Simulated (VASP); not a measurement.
**Ta3N: single point with PBE-based global hybrid with 25 % exact exchange**

Crystal: Ta3N.

```xyz
4
Lattice="3.0322 0.0000 0.0000 -1.5161 2.6260 0.0000 0.0000 0.0000 7.5241" Properties=species:S:1:pos:R:3 pbc="T T T"
Ta    1.5161    0.8753    6.2155
Ta    0.0000    1.7507    1.3087
Ta    0.0000    0.0000    3.7621
N     0.0000    0.0000    0.0000
```

```
Program             : VASP 6.6.1
Task                : single point
Functional          : PBE-based global hybrid with 25 % exact exchange
Potentials or basis : VASP PAW PBE potentials, release 64 (Ta_pv, N)
Cutoff              : 520 eV
k mesh              : 6 × 6 × 2
Occupations         : fermi-dirac, width 0.05 eV
Spin                : no spin polarisation
```

```json
{
  "Pressure": "-5.9 GPa",
  "Largest force": "0.449 eV/Å",
  "Band gap on the k mesh": "zero (bands 19 and 20 overlap by 0.97 eV)"
}
```

Forces on the atoms (eV/Å):
```
Ta   0.000  0.000  0.449
Ta   0.000  0.000 -0.449
Ta   0.000  0.000  0.000
N    0.000  0.000  0.000
```

Stress tensor (GPa, compression positive):
```
-8.68  0.00  0.00
 0.00 -8.68  0.00
 0.00  0.00 -0.45
```

Levels at points of the mesh, in eV from the Fermi level:
```
           k point  band 17  band 18  band 19  band 20  band 21  band 22
(0.00, 0.00, 0.00)    -0.67    -0.57    -0.57     1.04     1.04     1.44
(0.50, 0.00, 0.00)    -2.01    -0.92     0.49     1.02     1.53     4.53
(0.00, 0.00, 0.50)    -1.70    -0.36    -0.36     1.36     1.36     1.80
(0.50, 0.00, 0.50)    -2.14    -1.85     0.21     1.56     2.18     3.36
```

Run time: 2.3 h on 1 thread of Oxide Virtual Turin-like Processor, on a shared host, peak memory 0.17 GiB.

Caveat: the k points lie up to 0.42 Å⁻¹ apart, too coarse for converged energies and pressures of a metal; the PAW data sets were made with another functional, which shifts forces and pressure a little; spin-orbit coupling is left out, which moves the levels of the heavy elements.
